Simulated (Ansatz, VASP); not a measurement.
## MgS in VASP and in Ansatz

```
Mg S
1.0
     0.00000    2.60165    2.39352
     2.60165    0.00000    2.39352
     2.60165    2.60165    0.00000
Mg S
1 1
Direct
  0.00000 0.00000 0.00000
  0.50000 0.50000 0.50000
```

Change from the starting cell: strain +0.000 along x and y, -0.080 along z, atoms carried along.

Alike in both runs: task single point; functional PBE; k mesh 8 × 8 × 8; occupations gaussian, width 0.05 eV; no spin polarisation.

|  | VASP | Ansatz |
| --- | --- | --- |
| version | VASP 6.6.1 | Ansatz 0.2.0 |
| potentials or method | VASP PAW PBE potentials, release 64 (Mg, S), cutoff 520 eV | scalar-relativistic, plane waves, PAW |
| valence electrons in the cell | 8 | 16 |

```tsv
	VASP	Ansatz	Ansatz less VASP
gap on the k mesh at the Fermi level (eV)	2.60	2.61	+0.009
least direct gap on the mesh (eV)	4.26	4.27	+0.007
pressure (GPa)	10.1	10.4	+0.31
traceless stress, the component that is largest in VASP (GPa)	10.21	10.21	-0.002
```

VASP's potentials hold 8 valence electrons a cell and Ansatz's 16, so a difference there can come from the potentials and not from the codes.
